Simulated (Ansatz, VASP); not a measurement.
**One calculation of Si, two programs**

```
Si
1.0
     0.00000    2.72273    2.72273
     2.72273    0.00000    2.72273
     2.72273    2.72273    0.00000
Si
2
Direct
  0.50000 0.50000 0.50000
  0.75000 0.75000 0.75000
```

Alike in both runs: task single point; functional r2SCAN; k mesh 10 × 10 × 10; no spin polarisation.

```csv
,VASP,Ansatz
version,VASP 6.6.1,Ansatz 0.2.0
potentials or method,"VASP PAW PBE potentials, release 64 (Si), cutoff 520 eV","plane waves (500 eV) with PAW, scalar-relativistic"
occupations,"methfessel-paxton of order 1, width 0.2 eV","cold, width 0.2 eV"
valence electrons in the cell,8,8
```

Ansatz gave:

| Quantity | Value |
| --- | --- |
| gap on the k mesh at the Fermi level (eV) | 0.78 |
| pressure (GPa) | -0.1 |

Q: What did VASP give for the same quantities?

A: gap on the k mesh at the Fermi level (eV): 0.79; pressure (GPa): -0.3.

VASP's potentials were made for PBE, not for r2SCAN.
